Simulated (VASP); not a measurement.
# InP (I-4m2) in VASP: notebook

The runs below take InP through relaxation of the atoms, with PBEsol.

Program: VASP 6.6.1. These are calculated values, not measurements. Logs are shortened: lines on timing, memory, paths and dates and some standing lists are left out, and cuts for length are marked.

**1. The cell of the first run**

Symmetry: I-4m2, No. 119, tetragonal system. The conventional cell has a = 4.115 Å, b = 4.115 Å, c = 5.914 Å, α = 90.00°, β = 90.00°, γ = 90.00°. In (site symmetry -4m2) has 4 P at 2.53 Å within 3.3 Å. Within 3.3 Å of P (site symmetry -4m2) lie 4 In at 2.53 Å.

**2. Relaxation of the atoms, PBEsol (strained cell)**

INCAR reads:

```
ALGO     = Normal         # electronic algorithm
EDIFF    = 1E-7           # SCF threshold, eV
EDIFFG   = -0.002         # ionic threshold
ENCUT    = 450            # plane-wave cutoff, eV
GGA      = PS             # functional
GGA_COMPAT= False        
IBRION   = 2              # ionic algorithm
ISIF     = 2              # what is computed and relaxed
ISMEAR   = 0              # smearing method
LASPH    = True           # aspherical terms in the spheres
LCHARG   = False          # write CHGCAR
LREAL    = False          # projectors in reciprocal space
LWAVE    = False          # write WAVECAR
NELM     = 120            # most SCF steps
NELMIN   = 4            
NSW      = 60             # ionic steps
PREC     = Accurate       # precision mode
SIGMA    = 0.02           # smearing width, eV
```

KPOINTS reads:

```
k-points
0
Gamma
  10 10 10
```

POSCAR reads:

```
InP
1.0
    0.0000000000      2.9097962392      2.9568232491
    2.9097962392      0.0000000000      2.9568232491
    2.9097962392      2.9097962392      0.0000000000
In P
1 1
Direct
    0.0000000000      0.0000000000      0.0000000000
    0.2500000000      0.2500000000      0.2500000000
```

Potentials or basis: VASP PAW PBE potentials, release 64 (In_d, P).

Command:

```
> cat potpaw_PBE.64/In_d/POTCAR potpaw_PBE.64/P/POTCAR > POTCAR
> mpirun -np 1 vasp_std > vasp.out
```

OUTCAR:

```text
EDIFF = 1E-7
   EDIFFG = -0.002
   ENCUT = 450
   GGA = PS
   IBRION = 2
   ISIF = 2
   ISMEAR = 0
   LASPH = True
   LREAL = False
   NELM = 120
   NELMIN = 4
   NSW = 60
   PREC = Accurate

 ion  position               nearest neighbor table
   1  0.000  0.000  0.000-   2 2.53   2 2.53   2 2.53   2 2.53
   2  0.250  0.250  0.250-   1 2.53   1 2.53   1 2.53   1 2.53

  LATTYP: Found a body centered tetragonal cell.
 ALAT       =     4.1150733052
 C/A-ratio  =     1.4370695391

  Lattice vectors:

 A1 = (  -2.9097962392,   0.0000000000,   2.9568232491)
 A2 = (   2.9097962392,   0.0000000000,   2.9568232491)
 A3 = (   0.0000000000,   2.9097962392,  -2.9568232491)

Analysis of symmetry for initial positions (statically):
=====================================================================
 Subroutine PRICEL returns:
 Original cell was already a primitive cell.

 Routine SETGRP: Setting up the symmetry group for a
 body centered tetragonal supercell.

 Subroutine GETGRP returns: Found  8 space group operations
 (whereof  8 operations were pure point group operations)
 out of a pool of 16 trial point group operations.

The static configuration has the point symmetry D_2d.

Analysis of symmetry for dynamics (positions and initial velocities):
=====================================================================
 Subroutine PRICEL returns:
 Original cell was already a primitive cell.

 Routine SETGRP: Setting up the symmetry group for a
 body centered tetragonal supercell.

 Subroutine GETGRP returns: Found  8 space group operations
 (whereof  8 operations were pure point group operations)
 out of a pool of 16 trial point group operations.

The dynamic configuration has the point symmetry D_2d.

 Subroutine INISYM returns: Found  8 space group operations
 (whereof  8 operations are pure point group operations),
 and found     1 'primitive' translations

----------------------------------------------------------------------------------------

                                     Primitive cell

  volume of cell :      50.0703

  direct lattice vectors                    reciprocal lattice vectors
     0.000000000  2.909796239  2.956823249    -0.171833338  0.171833338  0.169100402
     2.909796239  0.000000000  2.956823249     0.171833338 -0.171833338  0.169100402
     2.909796239  2.909796239  0.000000000     0.171833338  0.171833338 -0.169100402

  length of vectors
     4.148459700  4.148459700  4.115073305     0.296054620  0.296054620  0.296054620

  position of ions in fractional coordinates (direct lattice)
     0.000000000  0.000000000  0.000000000
     0.250000000  0.250000000  0.250000000

  ion indices of the primitive-cell ions
   primitive index   ion index
                 1           1
                 2           2

----------------------------------------------------------------------------------------

 KPOINTS: k-points

Automatic generation of k-mesh.
 Grid dimensions read from file:
 generate k-points for:   10   10   10

 Generating k-lattice:

  Cartesian coordinates                     Fractional coordinates (reciprocal lattice)
    -0.017183334  0.017183334  0.016910040     0.100000000  0.000000000  0.000000000
     0.017183334 -0.017183334  0.016910040     0.000000000  0.100000000  0.000000000
     0.017183334  0.017183334 -0.016910040     0.000000000  0.000000000  0.100000000

  Length of vectors
     0.029605462  0.029605462  0.029605462

  Shift w.r.t. Gamma in fractional coordinates (k-lattice)
     0.000000000  0.000000000  0.000000000

 Subroutine IBZKPT returns following result:
 ===========================================

 Found    102 irreducible k-points:

 Following reciprocal coordinates:
            Coordinates               Weight
  0.000000  0.000000  0.000000      1.000000
  0.100000 -0.000000  0.000000      8.000000
  0.200000 -0.000000  0.000000      8.000000
  0.300000  0.000000  0.000000      8.000000
  0.400000 -0.000000  0.000000      8.000000
  0.500000 -0.000000  0.000000      4.000000
[... 16 lines left out ...]
  0.300000  0.300000  0.000000      2.000000
  0.400000  0.300000  0.000000      8.000000
 [... further k-points ...]
   k-points           NKPTS =    102   k-points in BZ     NKDIM =    102   number of bands    NBANDS=     13
   number of dos      NEDOS =    301   number of ions     NIONS =      2
   total plane-waves  NPLWV =  25200
   dimension x,y,z NGX =    30 NGY =   30 NGZ =   28
   dimension x,y,z NGXF=    60 NGYF=   60 NGZF=   56
   ions per type =               1   1
   NGX,Y,Z   is equivalent  to a cutoff of  12.02, 12.02, 11.31 a.u.
   NGXF,Y,Z  is equivalent  to a cutoff of  24.04, 24.04, 22.62 a.u.
 SYSTEM =  unknown system
   PREC   = accura    normal or accurate (medium, high low for compatibility)
   ISTART =      0    job   : 0-new  1-cont  2-samecut
   ICHARG =      2    charge: 1-file 2-atom 10-const
   ISPIN  =      1    spin polarized calculation?
   LNONCOLLINEAR =      F non collinear calculations
   LSORBIT =      F    spin-orbit coupling
   LASPH  =      T    aspherical Exc in radial PAW
   ENCUT  =  450.0 eV  33.07 Ry    5.75 a.u.   7.18  7.18  7.12*2*pi/ulx,y,z
   NELM   =    120;   NELMIN=  4; NELMDL= -5     # of ELM steps
   EDIFF  = 0.1E-06   stopping-criterion for ELM
   LREAL  =      F    real-space projection
   EDIFFG = -.2E-02   stopping-criterion for IOM
   NSW    =     60    number of steps for IOM
   IBRION =      2    ionic relax: 0-MD 1-quasi-New 2-CG
   NFREE  =      1    steps in history (QN), initial steepest desc. (CG)
   ISIF   =      2    stress and relaxation
   ISYM   =      2    0-nonsym 1-usesym 2-fastsym
   POTIM  = 0.5000    time-step for ionic-motion
   TEBEG  =    0.0;   TEEND  =   0.0 temperature during run
   PSTRESS=    0.0 pullay stress
   NELECT =      18.0000    total number of electrons
   NUPDOWN=      -1.0000    fix difference up-down
   EMIN   =  10.00;   EMAX   =-10.00  energy-range for DOS
   EFERMI =   0.00;   METHOD = LEGACY
   ISMEAR =     0;   SIGMA  =   0.02  broadening in eV -4-tet -1-fermi 0-gaus
   EFERMI_NEDOS =   21; number of points for ismear=-14 and -15
   IALGO  =     38    algorithm
   IMIX   =      4    mixing-type and parameters
     AMIX     =   0.40;   BMIX     =  1.00
     AMIX_MAG =   1.60;   BMIX_MAG =  1.00
  volume/ion in A,a.u.               =      25.04       168.95
  Fermi-wavevector in a.u.,A,eV,Ry     =   1.164051  2.199738 18.436108  1.355016
  Thomas-Fermi vector in A             =   2.300594
   LORBIT       =      0    0 simple, 1 ext, 2 COOP (PROOUT), +10 PAW based schemes
   GGA     = PS    functional components
   LHFCALC =     F    Hartree Fock is set to
   AEXX    =    0.0000 exact exchange contribution
   IVDW    =     0    specifies the selected vdW correction
   LEPSILON=     F    determine dielectric tensor
   LRPA    =     F    only Hartree local field effects (RPA)
 conjugate gradient relaxation of ions
 non-spin polarized calculation
 Gauss-broadening in eV      SIGMA  =   0.02
  energy-cutoff  :      450.00
  volume of cell :       50.07
 maximum number of plane-waves:      1099
 NGX is ok and might be reduce to    30
   NGX = 15   NGY = 15   NGZ = 15

 number of electron      17.9999999 magnetization

 Free energy of the ion-electron system (eV)
  ---------------------------------------------------
  ext. energy  EPLUGINS =         0.00000000
  ---------------------------------------------------
  free energy    TOTEN  =        -9.15335561 eV

  energy without entropy =       -9.15335561  energy(sigma->0) =       -9.15335561

 E-fermi :   5.3087     XC(G=0):  -9.5026

 val. band max:        5.1748503754   @ k =   0.0000   0.0000   0.0000
 cond. band min:       5.7909335602   @ k =   0.0000   0.0000   0.0000
 fundamental gap:      0.6160831848
 Fermi energy:         5.3087340526

 k-point     1 :       0.0000    0.0000    0.0000
  band No.  band energies     occupation
      1      -9.0159      2.00000
      2      -9.0089      2.00000
      3      -9.0089      2.00000
      4      -8.8546      2.00000
      5      -8.8535      2.00000
      6      -6.4349      2.00000
      7       5.0963      2.00000
      8       5.1748      2.00000
      9       5.1749      2.00000
     10       5.7909      0.00000
     11       9.1586      0.00000
     12       9.1586      0.00000
     13       9.1825      0.00000

 k-point     2 :       0.1000   -0.0000    0.0000
  band No.  band energies     occupation
      1      -9.0249      2.00000
      2      -9.0079      2.00000
      3      -9.0039      2.00000
      4      -8.8549      2.00000
      5      -8.8534      2.00000
      6      -6.3179      2.00000
      7       3.9588      2.00000
      8       4.9919      2.00000
      9       5.0503      2.00000
     10       6.5960      0.00000
     11       9.2190      0.00000
     12       9.3523      0.00000
     13       9.3713      0.00000

 k-point     3 :       0.2000   -0.0000    0.0000
  band No.  band energies     occupation
      1      -9.0573      2.00000
      2      -8.9959      2.00000
      3      -8.9917      2.00000
      4      -8.8543      2.00000
      5      -8.8517      2.00000
      6      -5.9815      2.00000
      7       2.4077      2.00000
      8       4.6951      2.00000
      9       4.7692      2.00000
     10       6.9127      0.00000
     11       9.7031      0.00000
     12       9.7464      0.00000
     13       9.8807      0.00000
[... 305 lines left out ...]
 k-point    23 :       0.3000    0.3000    0.0000
  band No.  band energies     occupation
      1      -9.1467      2.00000
      2      -8.9404      2.00000
      3      -8.9404      2.00000
      4      -8.8847      2.00000
      5      -8.8323      2.00000
      6      -5.1817      2.00000
      7       1.0208      2.00000
      8       3.4387      2.00000
      9       3.4387      2.00000
     10       7.2961      0.00000
     11       8.1026      0.00000
     12      12.2194      0.00000
     13      12.2325      0.00000

 k-point    24 :       0.4000    0.3000    0.0000
  band No.  band energies     occupation
      1      -9.1661      2.00000
      2      -8.9317      2.00000
      3      -8.9277      2.00000
      4      -8.8880      2.00000
      5      -8.8289      2.00000
      6      -4.7559      2.00000
      7       0.2990      2.00000
      8       2.9415      2.00000
      9       3.2395      2.00000
     10       7.3534      0.00000
     11       8.1629      0.00000
     12      11.9056      0.00000
     13      12.6431      0.00000

 [... further k-points ...]

------------------------ aborting loop because EDIFF is reached ----------------------------------------

  FORCE on cell =-STRESS in cart. coord.  units (eV):
  Direction    XX          YY          ZZ          XY          YZ          ZX
  --------------------------------------------------------------------------------------
  -------------------------------------------------------------------------------------
  Total        0.3820845      0.3820845      0.1673858      0.0000000      0.0000000      0.0000000
  in kB       12.2261419     12.2261419      5.3561004      0.0000000      0.0000000      0.0000000
  external PRESSURE =       9.9361280 kB  Pullay stress =       0.0000000 kB

 VOLUME and BASIS-vectors are now :
 -----------------------------------------------------------------------------
  energy-cutoff  :      450.00
  volume of cell :       50.07
      direct lattice vectors                 reciprocal lattice vectors
     0.000000000  2.909796239  2.956823249    -0.171833338  0.171833338  0.169100402
     2.909796239  0.000000000  2.956823249     0.171833338 -0.171833338  0.169100402
     2.909796239  2.909796239  0.000000000     0.171833338  0.171833338 -0.169100402

 POSITION                                       TOTAL-FORCE (eV/Angst)
 -----------------------------------------------------------------------------------
      0.00000      0.00000      0.00000        -0.000000     -0.000000      0.000000
      1.45490      1.45490      1.47841         0.000000      0.000000     -0.000000
 -----------------------------------------------------------------------------------
    total drift:                               -0.000000     -0.000000      0.000012

  FREE ENERGIE OF THE ION-ELECTRON SYSTEM (eV)
  ---------------------------------------------------
  free  energy   TOTEN  =        -9.1533556109 eV

  energy  without entropy=       -9.1533556109  energy(sigma->0) =       -9.15335561

 reached required accuracy - stopping structural energy minimisation
```

Run time: 36 s. Hardware: 1 thread of Intel Xeon Platinum 8488C (Sapphire Rapids), shared host; peak memory 0.2 GiB.

Results:

```yaml
Free_energy: -9.1534 eV
Pressure_after_relaxing: 1.0 GPa
Band_gap_on_the_k_mesh: 0.62 eV
```

Final structure:
```yaml
crystal:
  lattice:
    - [0.00000, 2.90980, 2.95682]
    - [2.90980, 0.00000, 2.95682]
    - [2.90980, 2.90980, 0.00000]
  atoms:
    - { symbol: In, position: [0.00000, 0.00000, 0.00000] }
    - { symbol: P, position: [0.25000, 0.25000, 0.25000] }
```

Levels at points of the mesh, in eV from the valence-band top:
| k point | band 6 | band 7 | band 8 | band 9 | band 10 | band 11 | band 12 | band 13 |
| --- | --- | --- | --- | --- | --- | --- | --- | --- |
| (0.00, 0.00, 0.00) | -11.61 | -0.08 | 0.00 | 0.00 | 0.62 | 3.98 | 3.98 | 4.01 |
| (0.50, 0.00, 0.00) | -9.84 | -5.85 | -1.07 | -0.97 | 1.38 | 4.66 | 4.77 | 6.93 |
| (0.50, 0.50, 0.00) | -9.21 | -5.93 | -2.33 | -2.33 | 1.66 | 2.24 | 9.00 | 9.55 |
| (0.50, 0.00, 0.50) | -9.15 | -5.83 | -2.43 | -2.42 | 1.57 | 2.09 | 9.15 | 9.48 |

Caveat: the cell differs from its parent crystal (strained cell); the relaxation stopped at its first step, so nothing moved; the PAW data sets were made with another functional, which shifts forces and pressure a little; spin-orbit coupling is left out, which moves the levels of the heavy elements.

**3. Relaxation of the atoms, PBEsol (strained cell)**

INCAR reads:

```
SYSTEM = InP
  ALGO = Normal
  EDIFF = 1E-7
  EDIFFG = -0.002
  ENCUT = 450
  GGA = PS
  GGA_COMPAT = .FALSE.
  IBRION = 2
  ISIF = 2
  ISMEAR = 0
  LASPH = .TRUE.
  LCHARG = .FALSE.
  LREAL = .FALSE.
  LWAVE = .FALSE.
  NELM = 120
  NELMIN = 4
  NSW = 60
  PREC = Accurate
  SIGMA = 0.02
```

KPOINTS reads:

```
k-points
0
G
  10 10 10
  0 0 0
```

POSCAR reads:

```
InP
1.0
    0.0000000000      2.9097962392      2.9668279491
    2.9097962392      0.0000000000      2.9668279491
    2.9097962392      2.9097962392      0.0000000000
In P
1 1
Direct
    0.0000000000      0.0000000000      0.0000000000
    0.2500000000      0.2500000000      0.2500000000
```

Potentials or basis: VASP PAW PBE potentials, release 64 (In_d, P).

Command:

```
> cat potpaw_PBE.64/In_d/POTCAR potpaw_PBE.64/P/POTCAR > POTCAR
> mpirun -np 1 vasp_std > vasp.out
```

Wall time 36 s (1 thread of Intel Xeon Platinum 8488C (Sapphire Rapids), shared host); peak memory 0.2 GiB.

Results (log left out):

* Free energy: -9.1538 eV
* Pressure after relaxing: 0.8 GPa
* Band gap on the k mesh: 0.59 eV

Stress tensor (GPa, compression positive):
```
1.03 0.00 0.00
0.00 1.03 0.00
0.00 0.00 0.19
```

Final structure:
```cif
data_structure
_symmetry_space_group_name_H-M 'P 1'
_symmetry_Int_Tables_number 1
_cell_length_a 4.1556
_cell_length_b 4.1556
_cell_length_c 4.1151
_cell_angle_alpha 60.322
_cell_angle_beta 60.322
_cell_angle_gamma 59.356
_cell_volume 50.24
loop_
_atom_site_label
_atom_site_type_symbol
_atom_site_fract_x
_atom_site_fract_y
_atom_site_fract_z
_atom_site_occupancy
In1 In 0.00000 0.00000 0.00000 1
P1 P 0.25000 0.25000 0.25000 1
```

Levels at points of the mesh, in eV from the valence-band top:
```tsv
k point	band 6	band 7	band 8	band 9	band 10	band 11	band 12	band 13
(0.00, 0.00, 0.00)	-11.59	-0.10	0.00	0.00	0.59	3.98	3.98	4.01
(0.50, 0.00, 0.00)	-9.84	-5.84	-1.08	-0.95	1.37	4.64	4.77	6.92
(0.50, 0.50, 0.00)	-9.22	-5.94	-2.32	-2.32	1.67	2.25	8.95	9.52
(0.50, 0.00, 0.50)	-9.15	-5.81	-2.43	-2.42	1.56	2.08	9.13	9.46
```

Caveat: the cell differs from its parent crystal (strained cell); the relaxation stopped at its first step, so nothing moved; the PAW data sets were made with another functional, which shifts forces and pressure a little; spin-orbit coupling is left out, which moves the levels of the heavy elements.
